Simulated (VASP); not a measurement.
# Re (P6_3/mmc) in VASP: further runs

The runs below take Re through single point, elastic constants, with PBEsol.

All numbers are computed with VASP 6.6.1; they aren't measurements. Logs are shortened: lines on timing, memory, paths and dates and some standing lists are left out, and cuts for length are marked.

**1. The cell of the first run**

The structure is hexagonal, space group P6_3/mmc (No. 194). Conventional cell: a = 2.761 Å, b = 2.761 Å, c = 4.458 Å, α = 90.00°, β = 90.00°, γ = 120.00°. Re (site symmetry -6m2) has 12 Re at 2.74 to 2.76 Å within 3.6 Å.

**2. Single point, PBEsol**

Input file POSCAR:

```
Re
1.0
    2.7608000000      0.0000000000      0.0000000000
   -1.3804000000      2.3909229348      0.0000000000
    0.0000000000      0.0000000000      4.4582000000
Re
2
Direct
    0.6666666667      0.3333333333      0.7500000000
    0.3333333333      0.6666666667      0.2500000000
```

Input file INCAR.step1:

```
SYSTEM = Re
GGA = PS
ISMEAR = 1
SIGMA = 0.1
LWAVE = .FALSE.
LCHARG = .TRUE.
NBANDS = 23
PREC = Accurate
LASPH = .TRUE.
LREAL = .FALSE.
ALGO = Normal
EDIFF = 1E-6
NELM = 120
GGA_COMPAT = .FALSE.
ENCUT = 260
LMAXMIX = 4
```

Input file KPOINTS.step1:

```
k-points
0
Gamma
  12 12 7
```

Input file INCAR.step2:

```
SYSTEM = Re
GGA = PS
ISMEAR = -5
LWAVE = .FALSE.
LCHARG = .FALSE.
NBANDS = 23
PREC = Accurate
LASPH = .TRUE.
LREAL = .FALSE.
ALGO = Normal
EDIFF = 1E-6
NELM = 120
GGA_COMPAT = .FALSE.
ENCUT = 260
LMAXMIX = 4
NEDOS = 2001
LORBIT = 11
EMIN = -9.2847
EMAX = 15.7153
ICHARG = 11
```

Input file KPOINTS.step2:

```
Automatic mesh
0
Gamma
  15 15 8
  0 0 0
```

Potentials or basis: VASP PAW PBE potentials, release 64 (Re).

Command:

```bash
$ cat potpaw_PBE.64/Re/POTCAR > POTCAR
$ cp INCAR.step1 INCAR
$ cp KPOINTS.step1 KPOINTS
$ mpirun -np 1 vasp_std > vasp.out
$ cp INCAR.step2 INCAR
$ cp KPOINTS.step2 KPOINTS
$ mpirun -np 1 vasp_std > vasp.out
```

OUTCAR:

```text
SYSTEM = Re
   GGA = PS
   ISMEAR = -5
   PREC = Accurate
   LASPH = .TRUE.
   LREAL = .FALSE.
   EDIFF = 1E-6
   NELM = 120
   ENCUT = 260
   LORBIT = 11
   EMIN = -9.2847
   ICHARG = 11

 Found    135 irreducible k-points:

 Following reciprocal coordinates:
            Coordinates               Weight
  0.000000  0.000000  0.000000      1.000000
  0.066667 -0.000000  0.000000      6.000000
  0.133333 -0.000000  0.000000      6.000000
  0.200000 -0.000000  0.000000      6.000000
  0.266667 -0.000000  0.000000      6.000000
  0.333333 -0.000000  0.000000      6.000000
   k-points           NKPTS =    135   k-points in BZ     NKDIM =    135   number of bands    NBANDS=     23
   number of dos      NEDOS =   2001   number of ions     NIONS =      2
   total plane-waves  NPLWV =   6144
   dimension x,y,z NGX =    16 NGY =   16 NGZ =   24
   dimension x,y,z NGXF=    32 NGYF=   32 NGZF=   48
   ions per type =               2
   NGX,Y,Z   is equivalent  to a cutoff of   9.63,  9.63,  8.95 a.u.
   NGXF,Y,Z  is equivalent  to a cutoff of  19.27, 19.27, 17.90 a.u.
 SYSTEM =  Re
   PREC   = accura    normal or accurate (medium, high low for compatibility)
   ISTART =      0    job   : 0-new  1-cont  2-samecut
   ICHARG =     11    charge: 1-file 2-atom 10-const
   ISPIN  =      1    spin polarized calculation?
   LNONCOLLINEAR =      F non collinear calculations
   LSORBIT =      F    spin-orbit coupling
   LASPH  =      T    aspherical Exc in radial PAW
   ENCUT  =  260.0 eV  19.11 Ry    4.37 a.u.   3.63  3.63  5.86*2*pi/ulx,y,z
   NELM   =    120;   NELMIN=  2; NELMDL=  0     # of ELM steps
   EDIFF  = 0.1E-05   stopping-criterion for ELM
   LREAL  =      F    real-space projection
   EDIFFG = 0.1E-04   stopping-criterion for IOM
   NSW    =      0    number of steps for IOM
   IBRION =     -1    ionic relax: 0-MD 1-quasi-New 2-CG
   NFREE  =      0    steps in history (QN), initial steepest desc. (CG)
   ISIF   =      2    stress and relaxation
   ISYM   =      2    0-nonsym 1-usesym 2-fastsym
   POTIM  = 0.5000    time-step for ionic-motion
   TEBEG  =    0.0;   TEEND  =   0.0 temperature during run

   SCALEE = 1.0000    scale energy and forces
   PSTRESS=    0.0 pullay stress
   NELECT =      14.0000    total number of electrons
   NUPDOWN=      -1.0000    fix difference up-down
   EMIN   =  -9.28;   EMAX   = 15.72  energy-range for DOS
   EFERMI =   0.00;   METHOD = LEGACY
   ISMEAR =    -5;   SIGMA  =   0.20  broadening in eV -4-tet -1-fermi 0-gaus
   EFERMI_NEDOS =   21; number of points for ismear=-14 and -15
   IALGO  =     38    algorithm
   IMIX   =      4    mixing-type and parameters
     AMIX     =   0.40;   BMIX     =  1.00
     AMIX_MAG =   1.60;   BMIX_MAG =  1.00
  volume/ion in A,a.u.               =      14.71        99.29
  Fermi-wavevector in a.u.,A,eV,Ry     =   1.278000  2.415070 22.222174  1.633284
  Thomas-Fermi vector in A             =   2.410568
   LORBIT       =     11    0 simple, 1 ext, 2 COOP (PROOUT), +10 PAW based schemes
   GGA     = PS    functional components
   LHFCALC =     F    Hartree Fock is set to
   AEXX    =    0.0000 exact exchange contribution
   IVDW    =     0    specifies the selected vdW correction
   LEPSILON=     F    determine dielectric tensor
   LRPA    =     F    only Hartree local field effects (RPA)

   CSHIFT  =0.1000    complex shift for real part using Kramers Kronig

   OMEGAMAX=  -1.0    maximum frequency
 non-spin polarized calculation
 Fermi weights with tetrahedron method with Bloechl corrections
  energy-cutoff  :      260.00
  volume of cell :       29.43
 maximum number of plane-waves:       300
 NGX is ok and might be reduce to    16

 number of electron      13.9999996 magnetization

 Free energy of the ion-electron system (eV)
  ---------------------------------------------------
  ext. energy  EPLUGINS =         0.00000000
  ---------------------------------------------------
  free energy    TOTEN  =       -26.67755619 eV

  energy without entropy =      -26.67755619  energy(sigma->0) =      -26.67755619

 E-fermi :   7.6828     XC(G=0): -13.8231

 val. band max:        7.8463202610   @ k =   0.4000   0.0000   0.5000
 cond. band min:       7.5252856359   @ k =   0.2667   0.2000   0.5000
 fundamental gap:     -0.3210346252
 Fermi energy:         7.6827733693

 k-point     1 :       0.0000    0.0000    0.0000
  band No.  band energies     occupation
      1      -2.1814      2.00000
      2       1.0822      2.00000
      3       6.1201      2.00000
      4       6.1201      2.00000
      5       6.1250      2.00000
      6       6.9562      2.00000
[... 11 lines left out ...]
     18      30.5829      0.00000
     19      30.8122      0.00000

 k-point     2 :       0.0667   -0.0000    0.0000
  band No.  band energies     occupation
      1      -1.9991      2.00000
      2       1.2535      2.00000
      3       5.6744      2.00000
      4       6.2871      2.00000
      5       6.5095      2.00000
      6       6.8286      2.00000
[... 11 lines left out ...]
     18      29.6664      0.00000
     19      29.8345      0.00000

 k-point     3 :       0.1333   -0.0000    0.0000
  band No.  band energies     occupation
      1      -1.4746      2.00000
      2       1.7171      2.00000
      3       5.1536      2.00000
      4       6.3115      2.00000
      5       6.4450      2.00000
      6       6.7796      2.00000
[... 11 lines left out ...]
     18      27.8862      0.00000
     19      28.2996      0.00000

 k-point     4 :       0.2000   -0.0000    0.0000
  band No.  band energies     occupation
      1      -0.6811      2.00000
      2       2.2736      2.00000
      3       4.7377      2.00000
      4       5.1359      2.00000
      5       6.0671      2.00000
      6       6.9573      2.00000
[... 11 lines left out ...]
     18      26.9372      0.00000
     19      28.4620      0.00000

 k-point     5 :       0.2667   -0.0000    0.0000
  band No.  band energies     occupation
      1       0.2402      2.00000
      2       2.4890      2.00000
      3       4.1208      2.00000
      4       4.7399      2.00000
      5       5.9257      2.00000
      6       6.5292      2.00000
[... 11 lines left out ...]
     18      28.0264      0.00000
     19      29.2283      0.00000

 k-point     6 :       0.3333   -0.0000    0.0000
  band No.  band energies     occupation
      1       1.0635      2.00000
      2       2.2798      2.00000
      3       3.3238      2.00000
      4       5.0288      2.00000
      5       6.1695      2.00000
      6       6.2967      2.00000
[... 11 lines left out ...]
     18      28.2743      0.00000
     19      30.1908      0.00000

 [... further k-points ...]

 [bands above 19 left out]

------------------------ aborting loop because EDIFF is reached ----------------------------------------

  FORCE on cell =-STRESS in cart. coord.  units (eV):
  Direction    XX          YY          ZZ          XY          YZ          ZX
  --------------------------------------------------------------------------------------
  -------------------------------------------------------------------------------------
  Total       -1.1863473     -1.1863473     -1.1858976      0.0000000      0.0000000      0.0000000
  in kB      -64.5895652    -64.5895652    -64.5650797      0.0000000      0.0000000      0.0000000
  external PRESSURE =     -64.5814034 kB  Pullay stress =       0.0000000 kB

 VOLUME and BASIS-vectors are now :
 -----------------------------------------------------------------------------
  energy-cutoff  :      260.00
  volume of cell :       29.43
      direct lattice vectors                 reciprocal lattice vectors
     2.760800000  0.000000000  0.000000000     0.362213851  0.209124264  0.000000000
    -1.380400000  2.390922935  0.000000000     0.000000000  0.418248529  0.000000000
     0.000000000  0.000000000  4.458200000     0.000000000  0.000000000  0.224305774

 POSITION                                       TOTAL-FORCE (eV/Angst)
 -----------------------------------------------------------------------------------
      1.38040      0.79697      3.34365        -0.000000     -0.000000      0.000000
     -0.00000      1.59395      1.11455         0.000000      0.000000      0.000000
 -----------------------------------------------------------------------------------
    total drift:                               -0.000000      0.000000     -0.000000

  FREE ENERGIE OF THE ION-ELECTRON SYSTEM (eV)
  ---------------------------------------------------
  free  energy   TOTEN  =       -26.6775561855 eV

  energy  without entropy=      -26.6775561855  energy(sigma->0) =      -26.67755619

 total charge

# of ion       s       p       d       tot
------------------------------------------
    1        0.626   0.680   4.879   6.185
    2        0.626   0.680   4.879   6.185
--------------------------------------------------
tot          1.251   1.361   9.759  12.371
```

OSZICAR.step1:

```text
N       E                     dE             d eps       ncg     rms          rms(c)
DAV:   1     0.339149842673E+01    0.33915E+01   -0.41991E+03  6976   0.531E+02
DAV:   2    -0.277702151817E+02   -0.31162E+02   -0.27907E+02  5864   0.154E+02
DAV:   3    -0.282456260789E+02   -0.47541E+00   -0.47409E+00  4931   0.132E+01
DAV:   4    -0.282492099655E+02   -0.35839E-02   -0.35830E-02  5704   0.931E-01
DAV:   5    -0.282492974557E+02   -0.87490E-04   -0.87485E-04  5051   0.228E-01    0.471E+01
DAV:   6    -0.270781590538E+02    0.11711E+01   -0.42879E-01  6504   0.121E+01    0.197E+01
DAV:   7    -0.266921750628E+02    0.38598E+00   -0.30399E-01  6666   0.981E+00    0.523E-01
DAV:   8    -0.266801140463E+02    0.12061E-01   -0.58040E-03  5062   0.412E-01    0.164E-01
DAV:   9    -0.266791090819E+02    0.10050E-02   -0.31916E-04  6070   0.104E-01    0.405E-02
DAV:  10    -0.266791041114E+02    0.49705E-05   -0.40097E-05  5372   0.464E-02    0.246E-02
DAV:  11    -0.266791027611E+02    0.13503E-05   -0.27795E-07  3339   0.111E-02    0.185E-03
DAV:  12    -0.266791021638E+02    0.59729E-06   -0.26171E-07  2858   0.471E-03
   1 F= -.26679102E+02 E0= -.26679243E+02  d E =0.422909E-03
```

Run time: 16 s. Hardware: 1 thread of Intel Xeon 6975P-C (Granite Rapids), shared host; peak memory 0.13 GiB.

What came out:

```yaml
Valence_electrons_inside_the_program's_atomic_spheres: Re 6.18
Density_of_states_at_the_Fermi_level: 0.73 states/eV/atom
```

Caveat: the cutoff is under 1.25 times the usual one of these potentials, so pressure, stress and relaxed cells hold a basis-set (Pulay) error; the PAW data sets were made with another functional, which shifts forces and pressure a little; spin-orbit coupling is left out, which moves the levels of the heavy elements; tetrahedron occupations give inexact forces and stress in metals.

**3. Single point, PBEsol**

POSCAR is that of step 2.

INCAR.step1, as its differences from that of step 2:

```diff
@@ -14,3 +14,3 @@
 GGA_COMPAT = .FALSE.
-ENCUT = 260
+ENCUT = 450
 LMAXMIX = 4
```

KPOINTS.step1 is that of step 2.

INCAR.step2, as its differences from that of step 2:

```diff
@@ -13,8 +13,8 @@
 GGA_COMPAT = .FALSE.
-ENCUT = 260
+ENCUT = 450
 LMAXMIX = 4
-NEDOS = 2001
+NEDOS = 4001
 LORBIT = 11
-EMIN = -9.2847
-EMAX = 15.7153
+EMIN = -9.274
+EMAX = 15.726
 ICHARG = 11
```

Input file KPOINTS.step2:

```
Automatic mesh
0
Gamma
  33 33 18
  0 0 0
```

Potentials or basis: VASP PAW PBE potentials, release 64 (Re).

Command:

```bash
$ cat potpaw_PBE.64/Re/POTCAR > POTCAR
$ cp INCAR.step1 INCAR
$ cp KPOINTS.step1 KPOINTS
$ mpirun -np 1 vasp_std > vasp.out
$ cp INCAR.step2 INCAR
$ cp KPOINTS.step2 KPOINTS
$ mpirun -np 1 vasp_std > vasp.out
```

It took 2.7 min on 1 thread of Intel Xeon 6975P-C (Granite Rapids), shared host; peak memory 0.57 GiB.

It converged, with:

- Valence electrons inside the program's atomic spheres: Re 6.16
- Density of states at the Fermi level: 0.74 states/eV/atom

Levels at points of the mesh, in eV from the Fermi level:
| k point | band 3 | band 4 | band 5 | band 6 | band 7 | band 8 | band 9 | band 10 | band 11 | band 12 |
| --- | --- | --- | --- | --- | --- | --- | --- | --- | --- | --- |
| (0.00, 0.00, 0.00) | -1.57 | -1.57 | -1.57 | -0.74 | -0.74 | 0.20 | 0.20 | 0.63 | 3.38 | 3.38 |

Caveat: the PAW data sets were made with another functional, which shifts forces and pressure a little; spin-orbit coupling is left out, which moves the levels of the heavy elements; tetrahedron occupations give inexact forces and stress in metals.

**4. Elastic constants, PBEsol**

Input file INCAR:

```
SYSTEM = Re
ALGO = Normal
EDIFF = 1E-8
ENCUT = 600
GGA = PS
IBRION = 6
ISIF = 3
ISMEAR = -1
LASPH = .TRUE.
LCHARG = .FALSE.
LREAL = .FALSE.
LWAVE = .FALSE.
NBANDS = 14
NELM = 100
NFREE = 2
NSW = 1
POTIM = 0.015
PREC = Accurate
SIGMA = 0.05
```

Input file KPOINTS:

```
k-points
0
G
  8 8 5
  0 0 0
```

POSCAR is that of step 3.

Potentials or basis: VASP PAW PBE potentials, release 64 (Re).

Command:

```bash
$ cat potpaw_PBE.64/Re/POTCAR > POTCAR
$ mpirun -np 1 vasp_std > vasp.out
```

OUTCAR:

```text
SYSTEM = Re
   EDIFF = 1E-8
   ENCUT = 600
   GGA = PS
   IBRION = 6
   ISIF = 3
   ISMEAR = -1
   LASPH = .TRUE.
   LREAL = .FALSE.
   NELM = 100
   NFREE = 2
   NSW = 1
   POTIM = 0.015
   PREC = Accurate

[... 882 lines left out ...]
   5 f  =    0.000000 THz     0.000000 2PiTHz    0.000001 cm-1     0.000000 meV
             X         Y         Z           dx          dy          dz
      1.380400  0.796974  3.343650     0.696240    0.119155   -0.032441
     -0.000000  1.593949  1.114550     0.696240    0.119155   -0.032441

   6 f/i=    0.000000 THz     0.000000 2PiTHz    0.000000 cm-1     0.000000 meV
             X         Y         Z           dx          dy          dz
      1.380400  0.796974  3.343650    -0.122229    0.691414   -0.083704
     -0.000000  1.593949  1.114550    -0.122229    0.691414   -0.083704

--------------------------------------------------------------------------------------------------------

 ELASTIC MODULI CONTR FROM IONIC RELAXATION (kBar)
 Direction    XX          YY          ZZ          XY          YZ          ZX
 --------------------------------------------------------------------------------
 XX         -48.4270     48.4270     -0.0000      0.0000      0.0000      0.0000
 YY          48.4270    -48.4270      0.0000     -0.0000      0.0000      0.0000
 ZZ          -0.0000      0.0000     -0.0000     -0.0000      0.0000      0.0000
 XY           0.0000     -0.0000     -0.0000    -48.4270      0.0000      0.0000
 YZ           0.0000      0.0000      0.0000      0.0000      0.0000      0.0000
 ZX           0.0000      0.0000      0.0000      0.0000      0.0000      0.0000
 --------------------------------------------------------------------------------

 TOTAL ELASTIC MODULI (kBar)
 Direction    XX          YY          ZZ          XY          YZ          ZX
 --------------------------------------------------------------------------------
 XX        6888.1415   2618.4695   1998.8465      0.0000      0.0000      0.0000
 YY        2618.4695   6888.1415   1998.8465     -0.0000      0.0000      0.0000
 ZZ        1998.8465   1998.8465   7800.9354     -0.0000      0.0000      0.0000
 XY           0.0000     -0.0000     -0.0000   2134.8360      0.0000     -0.0000
 YZ           0.0000      0.0000      0.0000      0.0000   1801.7135      0.0000
 ZX           0.0000      0.0000      0.0000      0.0000      0.0000   1801.7133
 --------------------------------------------------------------------------------
```

Run time: 2.5 min. Hardware: 1 thread of Intel Xeon 6975P-C (Granite Rapids), shared host; peak memory 0.23 GiB.

What came out:

| Property | Result |
| --- | --- |
| Voigt bulk modulus | 387 GPa |
| Highest phonon frequency at Γ | 130 cm⁻¹ |

Phonon frequencies in cm⁻¹ (negative: imaginary):
```
              q point        frequencies
(0.000, 0.000, 0.000)  0 0 0 116 116 130
```

Elastic tensor in Voigt notation (GPa, in the Cartesian axes of the cell as first typed):
```
689 262 200   0   0   0
262 689 200   0   0   0
200 200 780   0   0   0
  0   0   0 180   0   0
  0   0   0   0 180   0
  0   0   0   0   0 213
```

Clamped-ion elastic tensor (GPa):
```
694 257 200   0   0   0
257 694 200   0   0   0
200 200 780   0   0   0
  0   0   0 180   0   0
  0   0   0   0 180   0
  0   0   0   0   0 218
```

Caveat: the cell is under stress, which shifts elastic constants; the PAW data sets were made with another functional, which shifts forces and pressure a little; spin-orbit coupling is left out, which moves the levels of the heavy elements.

**5. Overview**

| task | k mesh | cutoff (eV) | smearing | tolerance level | purpose | K density | dipole correction | ions in elastic constants | gap on the mesh (eV) |
| --- | --- | --- | --- | --- | --- | --- | --- | --- | --- |
| single point | 15 × 15 × 8 | 260 | tetrahedron 0.1 eV | standard | density of states | 12 × 12 × 7 | - | - | none |
| single point | 33 × 33 × 18 | 450 | tetrahedron 0.1 eV | standard | density of states | 12 × 12 × 7 | - | - | none |
| elastic constants | 8 × 8 × 5 | 600 | fermi-dirac 0.05 eV | - | - | - | no | relaxed | - |

Alike in all rows: level PBEsol; potentials or basis VASP PAW PBE potentials, release 64 (Re); no spin polarisation; cell as given.

Caveats: the PAW data sets were made with another functional, which shifts forces and pressure a little; spin-orbit coupling is left out, which moves the levels of the heavy elements; tetrahedron occupations give inexact forces and stress in metals (at least some runs); the cutoff is under 1.25 times the usual one of these potentials, so pressure, stress and relaxed cells hold a basis-set (Pulay) error (at least some runs); the cell is under stress, which shifts elastic constants (at least some runs).

Absolute energies hang on the potentials; compare differences alone.
